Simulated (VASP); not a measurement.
A run of VASP 6.6.1 is set up as follows.

The input INCAR:

```
SYSTEM = BaO
ALGO = Normal ; EDIFF = 1E-6
ENCUT = 600 ; GGA = PE
GGA_COMPAT = .False. ; ISIF = 2
ISMEAR = 0 ; LASPH = .True.
LCHARG = .True. ; LELF = .True.
LREAL = .False. ; LVHAR = .True.
LWAVE = .False. ; NBANDS = 15
NELM = 120 ; PREC = Accurate
SIGMA = 0.02
```

KPOINTS

```
k-points
0
Gamma
  8 8 8
  0 0 0
```

POSCAR

```
BaO
1.0
    0.0000000000      2.7870116213      2.7870116213
    2.7870116213      0.0000000000      2.7870116213
    2.7870116213      2.7870116213      0.0000000000
Ba O
1 1
Direct
    0.0000000000      0.0000000000      0.0000000000
    0.5000000000      0.5000000000      0.5000000000
```

Potentials or basis: VASP PAW PBE potentials, release 64 (Ba_sv, O).

Run with:

```console
$ cat potpaw_PBE.64/Ba_sv/POTCAR potpaw_PBE.64/O/POTCAR > POTCAR
$ mpirun -np 1 vasp_std > vasp.out
```

Question: Predict the pressure.

Answer: 1.5 GPa.

Question: What does it give for the band gap on the k mesh?

Answer: 2.04 eV, direct.

Caveat: spin-orbit coupling is left out, which moves the levels of the heavy elements. Expect the measured gap to be larger: semilocal functionals such as PBE lack the derivative discontinuity.
